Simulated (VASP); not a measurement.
# Hf (P6/mmm) in VASP: notebook

The runs below take Hf through single point, relaxation of cell and atoms, with PBE+D3(BJ).

Everything below comes from runs of VASP 6.6.1. Logs are shortened: lines on timing, memory, paths and dates and some standing lists are left out, and cuts for length are marked.

## (1) The cell of the first run

It takes space group P6/mmm (No. 191, hexagonal). Conventional cell: a = 4.941 Å, b = 4.941 Å, c = 3.068 Å, α = 90.00°, β = 90.00°, γ = 120.00°. Within 3.8 Å of Hf (site symmetry -6m2) lie 11 Hf at 2.85 to 3.24 Å. Hf (site symmetry 6/mmm) has 14 Hf at 3.07 to 3.24 Å within 4.0 Å.

## (2) Single point, PBE+D3(BJ)

File INCAR:

```
PREC = Accurate ; ENCUT = 520
EDIFF = 1E-6 ; ISMEAR = 0
SIGMA = 0.1 ; LREAL = F
LASPH = T ; NELM = 100
ALGO = Normal ; ISIF = 2
LWAVE = F ; LCHARG = T
GGA = PE ; IVDW = 12
LELF = T ; LVHAR = T
NBANDS = 22
```

File KPOINTS:

```
regular mesh
0
Gamma
  12 12 14
```

File POSCAR:

```
Hf
1.0
    4.9405407595      0.0000000000      0.0000000000
   -2.4702703798      4.2786338062      0.0000000000
    0.0000000000      0.0000000000      3.0682343509
Hf
3
Direct
    0.6666666667      0.3333333333      0.5000000000
    0.3333333333      0.6666666667      0.5000000000
    0.0000000000      0.0000000000      0.0000000000
```

Potentials or basis: VASP PAW PBE potentials, release 64 (Hf_pv).

Run with:

```
> cat potpaw_PBE.64/Hf_pv/POTCAR > POTCAR
> mpirun -np 1 vasp_std > vasp.out
```

OUTCAR:

```text
PREC = Accurate
   ENCUT = 520
   EDIFF = 1E-6
   ISMEAR = 0
   LREAL = F
   LASPH = T
   NELM = 100
   ISIF = 2
   GGA = PE
   IVDW = 12
 IVDW          = 12

 ion  position               nearest neighbor table
   1  0.667  0.333  0.500-   2 2.85   2 2.85   2 2.85   3 3.24   3 3.24   3 3.24   3 3.24   3 3.24
                             3 3.24
   2  0.333  0.667  0.500-   1 2.85   1 2.85   1 2.85   3 3.24   3 3.24   3 3.24   3 3.24   3 3.24
                             3 3.24
   3  0.000  0.000  0.000-   1 3.24   2 3.24   1 3.24   2 3.24   1 3.24   1 3.24   2 3.24   2 3.24
                             1 3.24   1 3.24   2 3.24   2 3.24

  LATTYP: Found a hexagonal cell.
 ALAT       =     4.9405407595
 C/A-ratio  =     0.6210320895

  Lattice vectors:

 A1 = (   4.9405407595,   0.0000000000,   0.0000000000)
 A2 = (  -2.4702703798,   4.2786338062,   0.0000000000)
 A3 = (   0.0000000000,   0.0000000000,   3.0682343509)

Analysis of symmetry for initial positions (statically):
=====================================================================
 Subroutine PRICEL returns:
 Original cell was already a primitive cell.

 Routine SETGRP: Setting up the symmetry group for a
 hexagonal supercell.

 Subroutine GETGRP returns: Found 24 space group operations
 (whereof 24 operations were pure point group operations)
 out of a pool of 24 trial point group operations.

The static configuration has the point symmetry D_6h.

Analysis of symmetry for dynamics (positions and initial velocities):
=====================================================================
 Subroutine PRICEL returns:
 Original cell was already a primitive cell.

 Routine SETGRP: Setting up the symmetry group for a
 hexagonal supercell.

 Subroutine GETGRP returns: Found 24 space group operations
 (whereof 24 operations were pure point group operations)
 out of a pool of 24 trial point group operations.

The dynamic configuration has the point symmetry D_6h.

 Subroutine INISYM returns: Found 24 space group operations
 (whereof 24 operations are pure point group operations),
 and found     1 'primitive' translations

----------------------------------------------------------------------------------------

                                     Primitive cell

  volume of cell :      64.8587

  direct lattice vectors                    reciprocal lattice vectors
     4.940540760  0.000000000  0.000000000     0.202406993  0.116859732  0.000000000
    -2.470270380  4.278633806  0.000000000     0.000000000  0.233719464  0.000000000
     0.000000000  0.000000000  3.068234351     0.000000000  0.000000000  0.325920346
[... 87 lines left out ...]
   LREAL  =      F    real-space projection
   EDIFFG = 0.1E-04   stopping-criterion for IOM
   NSW    =      0    number of steps for IOM
   IBRION =     -1    ionic relax: 0-MD 1-quasi-New 2-CG
   NFREE  =      0    steps in history (QN), initial steepest desc. (CG)
   ISIF   =      2    stress and relaxation
   ISYM   =      2    0-nonsym 1-usesym 2-fastsym
   POTIM  = 0.5000    time-step for ionic-motion
   TEBEG  =    0.0;   TEEND  =   0.0 temperature during run
   PSTRESS=    0.0 pullay stress
   NELECT =      30.0000    total number of electrons
   NUPDOWN=      -1.0000    fix difference up-down
   EMIN   =  10.00;   EMAX   =-10.00  energy-range for DOS
   EFERMI =   0.00;   METHOD = LEGACY
   ISMEAR =     0;   SIGMA  =   0.10  broadening in eV -4-tet -1-fermi 0-gaus
   EFERMI_NEDOS =   21; number of points for ismear=-14 and -15
   IALGO  =     38    algorithm
   IMIX   =      4    mixing-type and parameters
     AMIX     =   0.40;   BMIX     =  1.00
     AMIX_MAG =   1.60;   BMIX_MAG =  1.00
  volume/ion in A,a.u.               =      21.62       145.90
  Fermi-wavevector in a.u.,A,eV,Ry     =   1.266074  2.392534 21.809380  1.602944
  Thomas-Fermi vector in A             =   2.399294
   LORBIT       =      0    0 simple, 1 ext, 2 COOP (PROOUT), +10 PAW based schemes
   GGA     = PE    functional components
   LHFCALC =     F    Hartree Fock is set to
   AEXX    =    0.0000 exact exchange contribution
   IVDW    =    12    specifies the selected vdW correction
   LEPSILON=     F    determine dielectric tensor
   LRPA    =     F    only Hartree local field effects (RPA)
 non-spin polarized calculation
 Gauss-broadening in eV      SIGMA  =   0.10
  energy-cutoff  :      520.00
  volume of cell :       64.86
 maximum number of plane-waves:      1770
 NGX is ok and might be reduce to    40
   NGX = 19   NGY = 19   NGZ = 11

 number of electron      30.0000003 magnetization

 Free energy of the ion-electron system (eV)
  ---------------------------------------------------
  ext. energy  EPLUGINS =         0.00000000
  ---------------------------------------------------
  free energy    TOTEN  =       -29.63072508 eV

  energy without entropy =      -29.61856755  energy(sigma->0) =      -29.62464632

 E-fermi :   4.9598     XC(G=0): -11.4390

 val. band max:        4.9594095121   @ k =   0.3333   0.3333   0.2857
 cond. band min:       4.9660685349   @ k =   0.3333   0.3333   0.2143
 fundamental gap:      0.0066590228
 Fermi energy:         4.9598434423

 k-point     1 :       0.0000    0.0000    0.0000
  band No.  band energies     occupation
      1     -25.6998      2.00000
      2     -25.6998      2.00000
      3     -25.6641      2.00000
      4     -25.6641      2.00000
      5     -25.2691      2.00000
      6     -25.0176      2.00000
[... 589 lines left out ...]
     21       8.2948      0.00000
     22       9.2020      0.00000

 [... further k-points ...]

------------------------ aborting loop because EDIFF is reached ----------------------------------------

 Edisp (eV)   -1.39912

 E8    (eV) :    -0.7506

  FORCE on cell =-STRESS in cart. coord.  units (eV):
  Direction    XX          YY          ZZ          XY          YZ          ZX
  --------------------------------------------------------------------------------------
  -------------------------------------------------------------------------------------
  Total      -0.20743    -0.20743    -0.12903     0.00000     0.00000    -0.00000
  in kB      -5.12410    -5.12410    -3.18741     0.00000     0.00000    -0.00000
  external pressure =       -4.48 kB  Pullay stress =        0.00 kB

 VOLUME and BASIS-vectors are now :
 -----------------------------------------------------------------------------
  energy-cutoff  :      520.00
  volume of cell :       64.86
      direct lattice vectors                 reciprocal lattice vectors
     4.940540760  0.000000000  0.000000000     0.202406993  0.116859732  0.000000000
    -2.470270380  4.278633806  0.000000000     0.000000000  0.233719464  0.000000000
     0.000000000  0.000000000  3.068234351     0.000000000  0.000000000  0.325920346

 POSITION                                       TOTAL-FORCE (eV/Angst)
 -----------------------------------------------------------------------------------
      2.47027      1.42621      1.53412         0.000000      0.000000      0.000000
     -0.00000      2.85242      1.53412        -0.000000      0.000000      0.000000
      0.00000      0.00000      0.00000         0.000000      0.000000      0.000000
 -----------------------------------------------------------------------------------
    total drift:                                0.000000     -0.000000      0.000000

  FREE ENERGIE OF THE ION-ELECTRON SYSTEM (eV)
  ---------------------------------------------------
  free  energy   TOTEN  =       -31.0298452204 eV

  energy  without entropy=      -31.0176876948  energy(sigma->0) =      -31.02376646
```

OSZICAR:

```text
N       E                     dE             d eps       ncg     rms          rms(c)
DAV:   1     0.971800556817E+02    0.97180E+02   -0.16589E+04  6728   0.130E+03
DAV:   2    -0.252817234743E+02   -0.12246E+03   -0.11601E+03  7718   0.301E+02
DAV:   3    -0.306123752071E+02   -0.53307E+01   -0.50053E+01  9080   0.387E+01
DAV:   4    -0.307069722816E+02   -0.94597E-01   -0.94399E-01  7946   0.510E+00
DAV:   5    -0.307087966612E+02   -0.18244E-02   -0.18240E-02  8764   0.625E-01    0.806E+01
DAV:   6    -0.299130765861E+02    0.79572E+00   -0.72591E-01  7360   0.556E+00    0.472E+01
DAV:   7    -0.296446919093E+02    0.26838E+00   -0.12552E+00  7432   0.668E+00    0.261E+00
DAV:   8    -0.296346300973E+02    0.10062E-01   -0.81596E-02  8546   0.166E+00    0.190E+00
DAV:   9    -0.296307319258E+02    0.38982E-02   -0.19801E-02  8246   0.101E+00    0.697E-01
DAV:  10    -0.296307273454E+02    0.45804E-05   -0.20603E-03  8182   0.285E-01    0.156E-01
DAV:  11    -0.296307246809E+02    0.26644E-05   -0.61481E-05  8608   0.572E-02    0.366E-02
DAV:  12    -0.296307250802E+02   -0.39923E-06   -0.83089E-06  8418   0.195E-02
   1 F= -.31029845E+02 E0= -.31023766E+02  d E =-.121575E-01
```

stdout:

```text
POSCAR found type information on POSCAR Hf
 POSCAR found :  1 types and       3 ions
 scaLAPACK will be used
 LDA part: xc-table for (Slater+PW92), standard interpolation
 POSCAR, INCAR and KPOINTS ok, starting setup
 FFT: planning ... GRIDC
 FFT: planning ... GRID_SOFT
 FFT: planning ... GRID
 WAVECAR not read
 entering main loop
```

It took 2.4 min on 1 thread of Intel Xeon Platinum 8259CL at 2.50GHz (Skylake/Cascade Lake), shared host; peak memory 0.31 GiB.

What came out:

```
Free energy                : -31.0298 eV
Pressure                   : -0.4 GPa
Band gap on the k mesh     : zero (band 15 reaches 5.35 eV, above the bottom of band 16 at 4.36 eV)
Dispersion energy per atom : -0.466 eV
```

Caveat: spin-orbit coupling is left out, which moves the levels of the heavy elements; pairwise dispersion overbinds metals, which lowers pressure and volume.

(Continued in part 2 of 2.)
